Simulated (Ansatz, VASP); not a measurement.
**CaI: VASP beside Ansatz**

The input POSCAR:

```
CaI
1.0
    4.1468204634      0.0000000000      0.0000000000
   -2.0734102317      3.5912518662      0.0000000000
    0.0000000000      0.0000000000      4.5762290000
I Ca
1 1
Direct
    0.6666666667      0.3333333333      0.0000000000
    0.0000000000      0.0000000000      0.5000000000
```

File INCAR.step1:

```
SYSTEM = CaI
PREC = Accurate
ENCUT = 400
EDIFF = 1E-5
ISMEAR = -1
SIGMA = 0.05
LREAL = .FALSE.
LASPH = .TRUE.
NELM = 120
ALGO = Normal
ISIF = 2
LWAVE = .TRUE.
LCHARG = .FALSE.
GGA = PE
NBANDS = 16
GGA_COMPAT = .FALSE.
```

The input INCAR.step2:

```
SYSTEM = CaI
PREC = Accurate
ENCUT = 400
EDIFF = 1E-6
ISMEAR = -1
SIGMA = 0.05
LREAL = .FALSE.
LASPH = .TRUE.
NELM = 120
ALGO = Normal
ISIF = 2
LWAVE = .FALSE.
LCHARG = .FALSE.
GGA = PE
LHFCALC = .TRUE.
AEXX = 0.25
HFSCREEN = 0.3
PRECFOCK = Normal
ISTART = 1
NBANDS = 16
GGA_COMPAT = .FALSE.
```

Contents of KPOINTS:

```
Automatic mesh
0
G
  4 4 3
  0 0 0
```

The input input.yaml:

```yaml
crystal:
  lattice:
    - [4.1468204634, 0.0, 0.0]
    - [-2.0734102317, 3.5912518662, 0.0]
    - [0.0, 0.0, 4.576229]
  atoms:
    - { symbol: I, position: [0.6666666667, 0.3333333333, 0.0] }
    - { symbol: Ca, position: [0.0, 0.0, 0.5] }
hamiltonian:
  xc: { exchange: pbe, correlation: pbe, exx: { coeff: 0.25, omega: 0.3 } }
  pseudopotentials: { kind: paw }
kpoints:
  mp_grid: { grid: [4, 4, 3] }
scf:
  occupations: { method: fermi_dirac, width: 0.05 }
output:
  forces: true
  stress: true
  eigenvalues: true
  write_density: true
  write_potential: true
  elf: true
  volumetric_format: npy
```

Alike in both runs: task single point; functional PBE-based screened hybrid; k mesh 4 × 4 × 3; occupations fermi-dirac, width 0.05 eV; no spin polarisation.

|  | VASP | Ansatz |
| --- | --- | --- |
| version | VASP 6.6.1 | Ansatz 0.2.0 |
| potentials or method | VASP PAW PBE potentials, release 64 (I, Ca_sv) | Ansatz PAW |
| plane-wave cutoff (eV) | 400 | 420 |
| valence electrons in the cell | 17 | 27 |

|  | VASP | Ansatz | Ansatz less VASP |
| --- | --- | --- | --- |
| gap on the k mesh at the Fermi level (eV) | none | none | - |
| pressure (GPa) | -0.5 | -0.5 | -0.03 |
| traceless stress, the component that is largest in VASP (GPa) | -0.21 | -0.23 | -0.017 |

VASP's potentials were made for PBE, not for PBE-based screened hybrid. A gap of «none» marks a metal or a gap that the smearing closes. VASP's potentials hold 17 valence electrons a cell and Ansatz's 27, so a difference there can come from the potentials and not from the codes.

The k mesh is coarse, so the values compare programs but aren't converged. Neither program's run includes spin-orbit coupling.
